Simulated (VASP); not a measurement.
Ru: single point with PBE

Ru:

```
Ru
1.0
     2.82449    0.00000    0.00000
    -1.41225    2.44608    0.00000
     0.00000    0.00000    4.46205
Ru
2
Direct
  0.33333 0.66667 0.25000
  0.66667 0.33333 0.75000
```

| Property | Result |
| --- | --- |
| Program | VASP 6.6.1 |
| Task | single point |
| Functional | PBE |
| Potentials or basis | VASP PAW PBE potentials, release 64 (Ru_pv) |
| Cutoff | 500 eV |
| k mesh | 21 × 21 × 12 |
| Occupations | gaussian, width 0.15 eV |
| Spin | collinear spin, ferromagnetic start |
| Starting moments | [0.75, 0.75] μB |
| Fixed moment | 1.5 μB |
| Dipole correction | no |
| Further INCAR settings | ALGO = Normal; EDIFF = 1e-06; NBANDS = 25 |

```yaml
Pressure: -22.2 GPa
Net_moment: 1.50 μB per cell
Site_moments: Ru +0.71 μB
Valence_electrons_inside_the_program's_atomic_spheres: Ru 12.44
```

Stress tensor (GPa, compression positive):
```
-22.37   0.00   0.00
  0.00 -22.37   0.00
  0.00   0.00 -21.86
```

Run time: 9.7 min on 1 thread of Intel Xeon 8259CL (shared host), peak memory 0.42 GiB.

Caveat: the total moment is fixed, so each spin has its own Fermi level.
